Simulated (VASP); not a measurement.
# SrO (P2_1) in VASP: single point with LDA

Aim: the single point of SrO with LDA.

Program: VASP 6.6.1. These are calculated values, not measurements. Logs are shortened: lines on timing, memory, paths and dates and some standing lists are left out, and cuts for length are marked.

### Step 1. The cell of the first run

The structure is monoclinic, space group P2_1 (No. 4). The conventional cell has a = 4.262 Å, b = 5.156 Å, c = 4.275 Å, α = 90.00°, β = 119.68°, γ = 90.00°. Sr (site symmetry 1) has 5 O at 2.46 to 2.58 Å within 3.2 Å. Within 3.2 Å of O (site symmetry 1) lie 5 Sr at 2.46 to 2.58 Å.

### Step 2. Single point, LDA (strain +0.0075 x Voigt [0, 0, 0, 0, 0, 1])

Contents of INCAR:

```
SYSTEM = SrO
ALGO = Normal
EDIFF = 1E-6
ENCUT = 520
ISIF = 2
ISMEAR = 0
LASPH = .TRUE.
LCHARG = .TRUE.
LELF = .TRUE.
LREAL = .FALSE.
LVHAR = .TRUE.
LWAVE = .FALSE.
NBANDS = 24
NELM = 60
PREC = Accurate
SIGMA = 0.05
```

Contents of KPOINTS:

```
k-points
0
G
  9 9 6
  0 0 0
```

Contents of POSCAR:

```
SrO
1.0
    4.2754662656      0.0160329985      0.0000000000
   -2.1238481488      3.6946458998      0.0000000000
    0.0000000000      0.0000000000      5.1555949900
Sr O
2 2
Direct
    0.3333333333      0.6666666667      0.9381277000
    0.6666666667      0.3333333333      0.4381277000
    0.3333333333      0.6666666667      0.4368723000
    0.6666666667      0.3333333333      0.9368723000
```

Potentials or basis: VASP PAW LDA potentials, release 64 (Sr_sv, O).

The run is started by

```console
cat potpaw_LDA.64/Sr_sv/POTCAR potpaw_LDA.64/O/POTCAR > POTCAR
mpirun -np 1 vasp_std > vasp.out
```

OUTCAR:

```text
SYSTEM = SrO
   EDIFF = 1E-6
   ENCUT = 520
   ISIF = 2
   ISMEAR = 0
   LASPH = .TRUE.
   LREAL = .FALSE.
   NELM = 60
   PREC = Accurate

 ion  position               nearest neighbor table
   1  0.333  0.667  0.938-   4 2.46   4 2.47   4 2.48   3 2.57   3 2.58   2 3.56   2 3.56   2 3.57
                             2 3.57   2 3.57   2 3.57
   2  0.667  0.333  0.438-   3 2.46   3 2.47   3 2.48   4 2.57   4 2.58   1 3.56   1 3.56   1 3.57
                             1 3.57   1 3.57   1 3.57
   3  0.333  0.667  0.437-   2 2.46   2 2.47   2 2.48   1 2.57   1 2.58
   4  0.667  0.333  0.937-   1 2.46   1 2.47   1 2.48   2 2.57   2 2.58

  Warning from LATTYP: Monoclinic adjustment (A1->A3, A2->A1, A3->A2)!
  LATTYP: Found a simple monoclinic cell.
 ALAT       =     4.2615888216
 B/A-ratio  =     1.2097823619
 C/A-ratio  =     1.0032634556
 COS(beta)  =    -0.4951154321

  Lattice vectors:

 A1 = (  -2.1238481488,   3.6946458998,   0.0000000000)
 A2 = (   0.0000000000,   0.0000000000,   5.1555949900)
 A3 = (   4.2754662656,   0.0160329985,   0.0000000000)

Analysis of symmetry for initial positions (statically):
=====================================================================
 Subroutine PRICEL returns:
 Original cell was already a primitive cell.

 Routine SETGRP: Setting up the symmetry group for a
 simple monoclinic supercell.

 Subroutine GETGRP returns: Found  2 space group operations
 (whereof  1 operations were pure point group operations)
 out of a pool of  4 trial point group operations.

The static configuration has the point symmetry C_1 .
 The point group associated with its full space group is C_2 .

Analysis of symmetry for dynamics (positions and initial velocities):
=====================================================================
 Subroutine PRICEL returns:
 Original cell was already a primitive cell.

 Routine SETGRP: Setting up the symmetry group for a
 simple monoclinic supercell.

 Subroutine GETGRP returns: Found  2 space group operations
 (whereof  1 operations were pure point group operations)
 out of a pool of  4 trial point group operations.

The dynamic configuration has the point symmetry C_1 .
 The point group associated with its full space group is C_2 .

 Subroutine INISYM returns: Found  2 space group operations
 (whereof  1 operations are pure point group operations),
 and found     1 'primitive' translations

----------------------------------------------------------------------------------------

                                     Primitive cell

  volume of cell :      81.6151

  direct lattice vectors                    reciprocal lattice vectors
     4.275466266  0.016032998  0.000000000     0.233389508  0.134162756  0.000000000
    -2.123848149  3.694645900  0.000000000    -0.001012799  0.270079730  0.000000000
     0.000000000  0.000000000  5.155594990     0.000000000  0.000000000  0.193964034

  length of vectors
     4.275496327  4.261588822  5.155594990     0.269203097  0.270081629  0.193964034

  position of ions in fractional coordinates (direct lattice)
     0.333333333  0.666666667  0.938127700
     0.666666667  0.333333333  0.438127700
     0.333333333  0.666666667  0.436872300
     0.666666667  0.333333333  0.936872300

  ion indices of the primitive-cell ions
   primitive index   ion index
                 1           1
                 2           2
                 3           3
                 4           4

----------------------------------------------------------------------------------------

 KPOINTS: k-points

Automatic generation of k-mesh.
 Grid dimensions read from file:
 generate k-points for:    9    9    6

 Generating k-lattice:

  Cartesian coordinates                     Fractional coordinates (reciprocal lattice)
     0.025932168  0.014906973  0.000000000     0.111111111  0.000000000  0.000000000
    -0.000112533  0.030008859  0.000000000    -0.000000000  0.111111111  0.000000000
     0.000000000  0.000000000  0.032327339     0.000000000  0.000000000  0.166666667

  Length of vectors
     0.029911455  0.030009070  0.032327339

  Shift w.r.t. Gamma in fractional coordinates (k-lattice)
     0.000000000  0.000000000  0.000000000

 Subroutine IBZKPT returns following result:
 ===========================================

 Found    164 irreducible k-points:

 Following reciprocal coordinates:
            Coordinates               Weight
  0.000000  0.000000  0.000000      1.000000
  0.111111  0.000000  0.000000      2.000000
  0.222222  0.000000  0.000000      2.000000
  0.333333 -0.000000  0.000000      2.000000
  0.444444  0.000000  0.000000      2.000000
 -0.000000  0.111111  0.000000      2.000000
[... 16 lines left out ...]
 -0.111111  0.222222  0.000000      2.000000
 -0.000000  0.333333  0.000000      2.000000
 [... further k-points ...]
   k-points           NKPTS =    164   k-points in BZ     NKDIM =    164   number of bands    NBANDS=     24
   number of dos      NEDOS =    301   number of ions     NIONS =      4
   total plane-waves  NPLWV =  40960
   dimension x,y,z NGX =    32 NGY =   32 NGZ =   40
   dimension x,y,z NGXF=    64 NGYF=   64 NGZF=   80
   ions per type =               2   2
   NGX,Y,Z   is equivalent  to a cutoff of  12.44, 12.48, 12.90 a.u.
   NGXF,Y,Z  is equivalent  to a cutoff of  24.89, 24.97, 25.80 a.u.
 SYSTEM =  SrO
   PREC   = accura    normal or accurate (medium, high low for compatibility)
   ISTART =      0    job   : 0-new  1-cont  2-samecut
   ICHARG =      2    charge: 1-file 2-atom 10-const
   ISPIN  =      1    spin polarized calculation?
   LNONCOLLINEAR =      F non collinear calculations
   LSORBIT =      F    spin-orbit coupling
   LASPH  =      T    aspherical Exc in radial PAW
   ENCUT  =  520.0 eV  38.22 Ry    6.18 a.u.   7.95  7.92  9.59*2*pi/ulx,y,z
   NELM   =     60;   NELMIN=  2; NELMDL= -5     # of ELM steps
   EDIFF  = 0.1E-05   stopping-criterion for ELM
   LREAL  =      F    real-space projection
   EDIFFG = 0.1E-04   stopping-criterion for IOM
   NSW    =      0    number of steps for IOM
   IBRION =     -1    ionic relax: 0-MD 1-quasi-New 2-CG
   NFREE  =      0    steps in history (QN), initial steepest desc. (CG)
   ISIF   =      2    stress and relaxation
   ISYM   =      2    0-nonsym 1-usesym 2-fastsym
   POTIM  = 0.5000    time-step for ionic-motion
   TEBEG  =    0.0;   TEEND  =   0.0 temperature during run
   PSTRESS=    0.0 pullay stress
   NELECT =      32.0000    total number of electrons
   NUPDOWN=      -1.0000    fix difference up-down
   EMIN   =  10.00;   EMAX   =-10.00  energy-range for DOS
   EFERMI =   0.00;   METHOD = LEGACY
   ISMEAR =     0;   SIGMA  =   0.05  broadening in eV -4-tet -1-fermi 0-gaus
   EFERMI_NEDOS =   21; number of points for ismear=-14 and -15
   IALGO  =     38    algorithm
   IMIX   =      4    mixing-type and parameters
     AMIX     =   0.40;   BMIX     =  1.00
     AMIX_MAG =   1.60;   BMIX_MAG =  1.00
  volume/ion in A,a.u.               =      20.40       137.69
  Fermi-wavevector in a.u.,A,eV,Ry     =   1.198215  2.264298 19.534143  1.435719
  Thomas-Fermi vector in A             =   2.334110
   LORBIT       =      0    0 simple, 1 ext, 2 COOP (PROOUT), +10 PAW based schemes
   GGA     = CA    functional components
   LHFCALC =     F    Hartree Fock is set to
   AEXX    =    0.0000 exact exchange contribution
   IVDW    =     0    specifies the selected vdW correction
   LEPSILON=     F    determine dielectric tensor
   LRPA    =     F    only Hartree local field effects (RPA)
 non-spin polarized calculation
 Gauss-broadening in eV      SIGMA  =   0.05
  energy-cutoff  :      520.00
  volume of cell :       81.62
 maximum number of plane-waves:      2222
   NGX = 15   NGY = 15   NGZ = 19

 number of electron      32.0000008 magnetization

 Free energy of the ion-electron system (eV)
  ---------------------------------------------------
  ext. energy  EPLUGINS =         0.00000000
  ---------------------------------------------------
  free energy    TOTEN  =       -26.34664016 eV

  energy without entropy =      -26.34664016  energy(sigma->0) =      -26.34664016

 E-fermi :   0.6295     XC(G=0):  -9.4576

 val. band max:        0.4193886416   @ k =   0.0000   0.0000   0.0000
 cond. band min:       2.8664107559   @ k =   0.0000   0.0000   0.0000
 fundamental gap:      2.4470221143
 Fermi energy:         0.6294925378

 k-point     1 :       0.0000    0.0000    0.0000
  band No.  band energies     occupation
      1     -31.7034      2.00000
      2     -31.5306      2.00000
      3     -14.3713      2.00000
      4     -14.2783      2.00000
      5     -14.2670      2.00000
      6     -13.9504      2.00000
[... 16 lines left out ...]
     23       8.9262      0.00000
     24       9.1509      0.00000

 k-point     2 :       0.1111    0.0000    0.0000
  band No.  band energies     occupation
      1     -31.6967      2.00000
      2     -31.5331      2.00000
      3     -14.6084      2.00000
      4     -14.5321      2.00000
      5     -14.3405      2.00000
      6     -13.9687      2.00000
[... 16 lines left out ...]
     23       8.7154      0.00000
     24       8.8802      0.00000

 k-point     3 :       0.2222    0.0000    0.0000
  band No.  band energies     occupation
      1     -31.6786      2.00000
      2     -31.5406      2.00000
      3     -14.9982      2.00000
      4     -14.9023      2.00000
      5     -14.2692      2.00000
      6     -14.0115      2.00000
[... 16 lines left out ...]
     23       8.7520      0.00000
     24       8.9601      0.00000

 k-point     4 :       0.3333   -0.0000    0.0000
  band No.  band energies     occupation
      1     -31.6539      2.00000
      2     -31.5532      2.00000
      3     -15.2873      2.00000
      4     -15.1887      2.00000
      5     -14.1664      2.00000
      6     -14.0564      2.00000
[... 16 lines left out ...]
     23       8.5983      0.00000
     24       9.0993      0.00000

 k-point     5 :       0.4444    0.0000    0.0000
  band No.  band energies     occupation
      1     -31.6325      2.00000
      2     -31.5666      2.00000
      3     -15.4401      2.00000
      4     -15.3412      2.00000
      5     -14.0842      2.00000
      6     -14.0708      2.00000
[... 16 lines left out ...]
     23       8.9633      0.00000
     24       9.0324      0.00000

 k-point     6 :      -0.0000    0.1111    0.0000
  band No.  band energies     occupation
      1     -31.6966      2.00000
      2     -31.5331      2.00000
      3     -14.6098      2.00000
      4     -14.5334      2.00000
      5     -14.3402      2.00000
      6     -13.9678      2.00000
[... 16 lines left out ...]
     23       8.7268      0.00000
     24       8.8534      0.00000
[... 379 lines left out ...]
 k-point    21 :      -0.3333    0.2222    0.0000
  band No.  band energies     occupation
      1     -31.6618      2.00000
      2     -31.5486      2.00000
      3     -15.1965      2.00000
      4     -15.1105      2.00000
      5     -14.2009      2.00000
      6     -14.0621      2.00000
[... 16 lines left out ...]
     23       8.7441      0.00000
     24       9.2171      0.00000

 k-point    22 :      -0.2222    0.2222    0.0000
  band No.  band energies     occupation
      1     -31.6779      2.00000
      2     -31.5407      2.00000
      3     -15.0042      2.00000
      4     -14.9071      2.00000
      5     -14.2671      2.00000
      6     -14.0124      2.00000
[... 16 lines left out ...]
     23       8.6996      0.00000
     24       8.9844      0.00000

 k-point    23 :      -0.1111    0.2222    0.0000
  band No.  band energies     occupation
      1     -31.6838      2.00000
      2     -31.5381      2.00000
      3     -14.9025      2.00000
      4     -14.8161      2.00000
      5     -14.2907      2.00000
      6     -13.9991      2.00000
[... 16 lines left out ...]
     23       8.7663      0.00000
     24       8.8836      0.00000

 k-point    24 :      -0.0000    0.3333    0.0000
  band No.  band energies     occupation
      1     -31.6532      2.00000
      2     -31.5533      2.00000
      3     -15.2914      2.00000
      4     -15.1920      2.00000
      5     -14.1639      2.00000
      6     -14.0578      2.00000
[... 16 lines left out ...]
     23       8.5996      0.00000
     24       9.1151      0.00000

 [... further k-points ...]
[... 5 lines left out ...]
  --------------------------------------------------------------------------------------
  -------------------------------------------------------------------------------------
  Total       -1.9345235     -1.9359850     -2.2042271     -0.1134890      0.0000000      0.0000000
  in kB      -37.9764457    -38.0051361    -43.2709702     -2.2278913      0.0000000      0.0000000
  external PRESSURE =     -39.7508506 kB  Pullay stress =       0.0000000 kB

 VOLUME and BASIS-vectors are now :
 -----------------------------------------------------------------------------
  energy-cutoff  :      520.00
  volume of cell :       81.62
      direct lattice vectors                 reciprocal lattice vectors
     4.275466266  0.016032998  0.000000000     0.233389508  0.134162756  0.000000000
    -2.123848149  3.694645900  0.000000000    -0.001012799  0.270079730  0.000000000
     0.000000000  0.000000000  5.155594990     0.000000000  0.000000000  0.193964034

 POSITION                                       TOTAL-FORCE (eV/Angst)
 -----------------------------------------------------------------------------------
      0.00926      2.46844      4.83661        -0.039350      0.000491     -0.011532
      2.14236      1.24224      2.25881         0.039350     -0.000491     -0.011532
      0.00926      2.46844      2.25234        -0.024400      0.000453      0.011532
      2.14236      1.24224      4.83013         0.024400     -0.000453      0.011532
 -----------------------------------------------------------------------------------
    total drift:                               -0.000000     -0.000000      0.000382

  FREE ENERGIE OF THE ION-ELECTRON SYSTEM (eV)
  ---------------------------------------------------
  free  energy   TOTEN  =       -26.3466401641 eV

  energy  without entropy=      -26.3466401641  energy(sigma->0) =      -26.34664016
```

Wall time 6.9 min (1 thread of Intel Xeon 8259CL, shared host); peak memory 0.37 GiB.

Results:

```
Free energy            : -26.3466 eV
Pressure               : -4.0 GPa
Largest force          : 0.041 eV/Å
Band gap on the k mesh : 2.45 eV, direct
```

Forces on the atoms (eV/Å):
```
Sr  -0.039  0.000 -0.012
Sr   0.039  0.000 -0.012
O   -0.024  0.000  0.012
O    0.024  0.000  0.012
```

Caveat: the cell differs from its parent crystal (strain +0.0075 x Voigt [0, 0, 0, 0, 0, 1]). A k mesh can miss the band edges.
